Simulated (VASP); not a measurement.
**Ir: single point with PBE**

Ir:

```
Ir
1.0
     2.73946    0.00000    0.00000
    -1.36973    2.37244    0.00000
     0.00000    0.00000    8.94956
Ir
4
Cartesian
  1.3697 2.3724 0.0000
  1.3697 2.3724 4.4748
  0.0000 1.5816 2.2374
  1.3697 0.7908 6.7122
```

```json
{
 "Program": "VASP 6.6.1",
 "Task": "single point",
 "Functional": "PBE",
 "Potentials or basis": "VASP PAW PBE potentials, release 64 (Ir)",
 "Cutoff": "520 eV",
 "k mesh": "15 × 15 × 4",
 "Occupations": "fermi-dirac, width 0.1 eV",
 "Spin": "no spin polarisation",
 "Dipole correction": "no",
 "Further INCAR settings": "ALGO = Normal; EDIFF = 1e-06; NBANDS = 26"
}
```

| Item | Value |
| --- | --- |
| Pressure | 0.3 GPa |
| Band gap on the k mesh | zero (band 18 reaches 10.89 eV, above the bottom of band 19 at 8.47 eV) |

Levels at points of the mesh, in eV from the Fermi level:
| k point | band 14 | band 15 | band 16 | band 17 | band 18 | band 19 | band 20 | band 21 | band 22 | band 23 |
| --- | --- | --- | --- | --- | --- | --- | --- | --- | --- | --- |
| (0.00, 0.00, 0.00) | -3.18 | -3.18 | -1.72 | -1.72 | -0.99 | -0.99 | -0.71 | -0.34 | -0.34 | 0.66 |
| (0.00, 0.00, 0.50) | -3.45 | -2.60 | -2.60 | -1.33 | -1.33 | -1.33 | -1.33 | 0.20 | 0.20 | 0.20 |

Run time: 2.4 min on 1 thread of Intel Xeon 8259CL (shared host), peak memory 0.23 GiB.

Caveat: spin-orbit coupling is left out, which moves the levels of the heavy elements.
